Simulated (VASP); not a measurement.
# Ag (I4/mmm) in VASP: single point with PBEsol

Aim: the single point of Ag with PBEsol.

Program: VASP 6.6.1. These are calculated values, not measurements. Logs are shortened: lines on timing, memory, paths and dates and some standing lists are left out, and cuts for length are marked.

### Step 1. The cell of the first run

The structure is tetragonal, space group I4/mmm (No. 139). The conventional cell has a = 3.258 Å, b = 3.258 Å, c = 3.421 Å, α = 90.00°, β = 90.00°, γ = 90.00°. Within 3.8 Å of Ag (site symmetry 4/mmm) lie 14 Ag at 2.87 to 3.42 Å.

### Step 2. Single point, PBEsol

Contents of INCAR:

```
SYSTEM = Ag
PREC     = Accurate       ! precision mode
ENCUT    = 520            ! plane-wave cutoff, eV
EDIFF    = 1E-6           ! SCF threshold, eV
ISMEAR   = 0              ! smearing method
SIGMA    = 0.15           ! smearing width, eV
LREAL    = .FALSE.        ! projectors in reciprocal space
LASPH    = .TRUE.         ! aspherical terms in the spheres
NELM     = 100            ! most SCF steps
ALGO     = Fast           ! electronic algorithm
ISIF     = 2              ! what is computed and relaxed
LWAVE    = .FALSE.        ! write WAVECAR
LCHARG   = .FALSE.        ! write CHGCAR
GGA      = PS             ! functional
NBANDS   = 12             ! bands
```

Contents of KPOINTS:

```
regular mesh
0
G
  22 22 22
  0 0 0
```

Contents of POSCAR:

```
Ag
1.0
   -1.6289452327      1.6289452327      1.7103924944
    1.6289452327     -1.6289452327      1.7103924944
    1.6289452327      1.6289452327     -1.7103924944
Ag
1
Direct
    0.0000000000      0.0000000000      0.0000000000
```

Potentials or basis: VASP PAW PBE potentials, release 64 (Ag).

Run with:

```bash
$ cat potpaw_PBE.64/Ag/POTCAR > POTCAR
$ mpirun -np 1 vasp_std > vasp.out
```

OUTCAR:

```text
SYSTEM = Ag
   PREC = Accurate
   ENCUT = 520
   EDIFF = 1E-6
   ISMEAR = 0
   LREAL = .FALSE.
   LASPH = .TRUE.
   NELM = 100
   ISIF = 2
   GGA = PS

 ion  position               nearest neighbor table
   1  0.000  0.000  0.000-

  LATTYP: Found a body centered tetragonal cell.
 ALAT       =     3.2578904654
 C/A-ratio  =     1.0500000000

  Lattice vectors:

 A1 = (  -1.6289452327,   1.6289452327,   1.7103924944)
 A2 = (   1.6289452327,  -1.6289452327,   1.7103924944)
 A3 = (   1.6289452327,   1.6289452327,  -1.7103924944)

Analysis of symmetry for initial positions (statically):
=====================================================================
 Subroutine PRICEL returns:
 Original cell was already a primitive cell.

 Routine SETGRP: Setting up the symmetry group for a
 body centered tetragonal supercell.

 Subroutine GETGRP returns: Found 16 space group operations
 (whereof 16 operations were pure point group operations)
 out of a pool of 16 trial point group operations.

The static configuration has the point symmetry D_4h.

Analysis of symmetry for dynamics (positions and initial velocities):
=====================================================================
 Subroutine PRICEL returns:
 Original cell was already a primitive cell.

 Routine SETGRP: Setting up the symmetry group for a
 body centered tetragonal supercell.

 Subroutine GETGRP returns: Found 16 space group operations
 (whereof 16 operations were pure point group operations)
 out of a pool of 16 trial point group operations.

The dynamic configuration has the point symmetry D_4h.

 Subroutine INISYM returns: Found 16 space group operations
 (whereof 16 operations are pure point group operations),
 and found     1 'primitive' translations

----------------------------------------------------------------------------------------

                                     Primitive cell

  volume of cell :      18.1538

  direct lattice vectors                    reciprocal lattice vectors
    -1.628945233  1.628945233  1.710392494     0.000000000  0.306947091  0.292330563
     1.628945233 -1.628945233  1.710392494     0.306947091  0.000000000  0.292330563
     1.628945233  1.628945233 -1.710392494     0.306947091  0.306947091  0.000000000

  length of vectors
     2.869210279  2.869210279  2.869210279     0.423879316  0.423879316  0.434088739

  position of ions in fractional coordinates (direct lattice)
     0.000000000  0.000000000  0.000000000

  ion indices of the primitive-cell ions
   primitive index   ion index
                 1           1

----------------------------------------------------------------------------------------

 KPOINTS: regular mesh

Automatic generation of k-mesh.
 Grid dimensions read from file:
 generate k-points for:   22   22   22

 Generating k-lattice:

  Cartesian coordinates                     Fractional coordinates (reciprocal lattice)
     0.000000000  0.013952140  0.013287753     0.045454545  0.000000000  0.000000000
     0.013952140  0.000000000  0.013287753     0.000000000  0.045454545  0.000000000
     0.013952140  0.013952140  0.000000000     0.000000000  0.000000000  0.045454545

  Length of vectors
     0.019267242  0.019267242  0.019731306

  Shift w.r.t. Gamma in fractional coordinates (k-lattice)
     0.000000000  0.000000000  0.000000000

 Subroutine IBZKPT returns following result:
 ===========================================

 Found    834 irreducible k-points:

 Following reciprocal coordinates:
            Coordinates               Weight
  0.000000  0.000000  0.000000      1.000000
  0.045455 -0.000000  0.000000      8.000000
  0.090909 -0.000000  0.000000      8.000000
  0.136364 -0.000000  0.000000      8.000000
  0.181818 -0.000000  0.000000      8.000000
  0.227273  0.000000 -0.000000      8.000000
[... 16 lines left out ...]
  0.500000  0.045455  0.000000     16.000000
 -0.454545  0.045455  0.000000     16.000000
 [... further k-points ...]
   k-points           NKPTS =    834   k-points in BZ     NKDIM =    834   number of bands    NBANDS=     12
   number of dos      NEDOS =    301   number of ions     NIONS =      1
   total plane-waves  NPLWV =  13824
   dimension x,y,z NGX =    24 NGY =   24 NGZ =   24
   dimension x,y,z NGXF=    48 NGYF=   48 NGZF=   48
   ions per type =               1
   NGX,Y,Z   is equivalent  to a cutoff of  13.91, 13.91, 13.91 a.u.
   NGXF,Y,Z  is equivalent  to a cutoff of  27.81, 27.81, 27.81 a.u.
 SYSTEM =  Ag
   PREC   = accura    normal or accurate (medium, high low for compatibility)
   ISTART =      0    job   : 0-new  1-cont  2-samecut
   ICHARG =      2    charge: 1-file 2-atom 10-const
   ISPIN  =      1    spin polarized calculation?
   LNONCOLLINEAR =      F non collinear calculations
   LSORBIT =      F    spin-orbit coupling
   LASPH  =      T    aspherical Exc in radial PAW
   ENCUT  =  520.0 eV  38.22 Ry    6.18 a.u.   5.33  5.33  5.33*2*pi/ulx,y,z
   NELM   =    100;   NELMIN=  2; NELMDL= -5     # of ELM steps
   EDIFF  = 0.1E-05   stopping-criterion for ELM
   LREAL  =      F    real-space projection
   EDIFFG = 0.1E-04   stopping-criterion for IOM
   NSW    =      0    number of steps for IOM
   IBRION =     -1    ionic relax: 0-MD 1-quasi-New 2-CG
   NFREE  =      0    steps in history (QN), initial steepest desc. (CG)
   ISIF   =      2    stress and relaxation
   ISYM   =      2    0-nonsym 1-usesym 2-fastsym
   POTIM  = 0.5000    time-step for ionic-motion
   TEBEG  =    0.0;   TEEND  =   0.0 temperature during run
   PSTRESS=    0.0 pullay stress
   NELECT =      11.0000    total number of electrons
   NUPDOWN=      -1.0000    fix difference up-down
   EMIN   =  10.00;   EMAX   =-10.00  energy-range for DOS
   EFERMI =   0.00;   METHOD = LEGACY
   ISMEAR =     0;   SIGMA  =   0.15  broadening in eV -4-tet -1-fermi 0-gaus
   EFERMI_NEDOS =   21; number of points for ismear=-14 and -15
   IALGO  =     68    algorithm
   IMIX   =      4    mixing-type and parameters
     AMIX     =   0.40;   BMIX     =  1.00
     AMIX_MAG =   1.60;   BMIX_MAG =  1.00
  volume/ion in A,a.u.               =      18.15       122.51
  Fermi-wavevector in a.u.,A,eV,Ry     =   1.385318  2.617871 26.111022  1.919106
  Thomas-Fermi vector in A             =   2.509739
   LORBIT       =      0    0 simple, 1 ext, 2 COOP (PROOUT), +10 PAW based schemes
   GGA     = PS    functional components
   LHFCALC =     F    Hartree Fock is set to
   AEXX    =    0.0000 exact exchange contribution
   IVDW    =     0    specifies the selected vdW correction
   LEPSILON=     F    determine dielectric tensor
   LRPA    =     F    only Hartree local field effects (RPA)
 non-spin polarized calculation
 RMM-DIIS sequential band-by-band and
 Gauss-broadening in eV      SIGMA  =   0.15
  energy-cutoff  :      520.00
  volume of cell :       18.15
 maximum number of plane-waves:       506
 NGX is ok and might be reduce to    24
   NGX = 11   NGY = 11   NGZ = 11

 number of electron      11.0000000 magnetization

 Free energy of the ion-electron system (eV)
  ---------------------------------------------------
  ext. energy  EPLUGINS =         0.00000000
  ---------------------------------------------------
  free energy    TOTEN  =        -3.23842561 eV

  energy without entropy =       -3.23412462  energy(sigma->0) =       -3.23627511

 E-fermi :   7.3968     XC(G=0): -12.0410

 val. band max:        7.3964790939   @ k =  -0.3636   0.3636   0.2273
 cond. band min:       7.3980712385   @ k =  -0.2273   0.4545   0.0909
 fundamental gap:      0.0015921446
 Fermi energy:         7.3968090022

 k-point     1 :       0.0000    0.0000    0.0000
  band No.  band energies     occupation
      1       0.0205      2.00000
      2       2.6757      2.00000
      3       2.6757      2.00000
      4       2.8721      2.00000
      5       3.8282      2.00000
      6       4.0426      2.00000
      7      24.6000      0.00000
      8      25.3510      0.00000
      9      25.3510      0.00000
     10      29.6550      0.00000
     11      30.8796      0.00000
     12      31.0498      0.00000

 k-point     2 :       0.0455   -0.0000    0.0000
  band No.  band energies     occupation
      1       0.0849      2.00000
      2       2.6792      2.00000
      3       2.6851      2.00000
      4       2.8832      2.00000
      5       3.8174      2.00000
      6       4.0363      2.00000
      7      24.5204      0.00000
      8      25.2194      0.00000
      9      25.3873      0.00000
     10      28.9709      0.00000
     11      29.8218      0.00000
     12      30.4500      0.00000

 k-point     3 :       0.0909   -0.0000    0.0000
  band No.  band energies     occupation
      1       0.2737      2.00000
      2       2.6828      2.00000
      3       2.6903      2.00000
      4       2.9470      2.00000
      5       3.7867      2.00000
      6       4.0216      2.00000
      7      24.0449      0.00000
      8      24.9201      0.00000
      9      25.4905      0.00000
     10      28.1473      0.00000
     11      28.8039      0.00000
     12      29.4101      0.00000
[... 286 lines left out ...]
 k-point    23 :       0.5000    0.0455    0.0000
  band No.  band energies     occupation
      1       1.4137      2.00000
      2       2.1195      2.00000
      3       3.7509      2.00000
      4       4.0533      2.00000
      5       4.7410      2.00000
      6       7.3759      1.15622
      7      11.1858      0.00000
      8      20.5836      0.00000
      9      21.4279      0.00000
     10      27.0222      0.00000
     11      28.4018      0.00000
     12      30.5915      0.00000

 k-point    24 :      -0.4545    0.0455    0.0000
  band No.  band energies     occupation
      1       1.4446      2.00000
      2       2.1436      2.00000
      3       3.7317      2.00000
      4       4.0551      2.00000
      5       4.6300      2.00000
      6       6.6276      2.00000
      7      12.1560      0.00000
      8      20.7486      0.00000
      9      21.6715      0.00000
     10      26.9696      0.00000
     11      28.3102      0.00000
     12      30.5569      0.00000

 [... further k-points ...]
[... 5 lines left out ...]
  --------------------------------------------------------------------------------------
  -------------------------------------------------------------------------------------
  Total       -0.8545228     -0.8545228     -0.7815925      0.0000000     -0.0000000      0.0000000
  in kB      -75.4163501    -75.4163501    -68.9798447      0.0000000     -0.0000000      0.0000000
  external PRESSURE =     -73.2708483 kB  Pullay stress =       0.0000000 kB

 VOLUME and BASIS-vectors are now :
 -----------------------------------------------------------------------------
  energy-cutoff  :      520.00
  volume of cell :       18.15
      direct lattice vectors                 reciprocal lattice vectors
    -1.628945233  1.628945233  1.710392494     0.000000000  0.306947091  0.292330563
     1.628945233 -1.628945233  1.710392494     0.306947091  0.000000000  0.292330563
     1.628945233  1.628945233 -1.710392494     0.306947091  0.306947091  0.000000000

 POSITION                                       TOTAL-FORCE (eV/Angst)
 -----------------------------------------------------------------------------------
      0.00000      0.00000      0.00000        -0.000000      0.000000      0.000000
 -----------------------------------------------------------------------------------
    total drift:                               -0.000000      0.000000      0.000000

  FREE ENERGIE OF THE ION-ELECTRON SYSTEM (eV)
  ---------------------------------------------------
  free  energy   TOTEN  =        -3.2384256118 eV

  energy  without entropy=       -3.2341246177  energy(sigma->0) =       -3.23627511
```

Wall time 2.2 min (1 thread of AMD EPYC 7R13 (Zen 3), shared host); peak memory 0.25 GiB.

What came out:

```
Free energy : -3.2384 eV
Pressure    : -7.3 GPa
```

Stress tensor (GPa, compression positive):
```
-7.54  0.00  0.00
 0.00 -7.54  0.00
 0.00  0.00 -6.90
```

Caveat: the PAW data sets were made with another functional, which shifts forces and pressure a little.
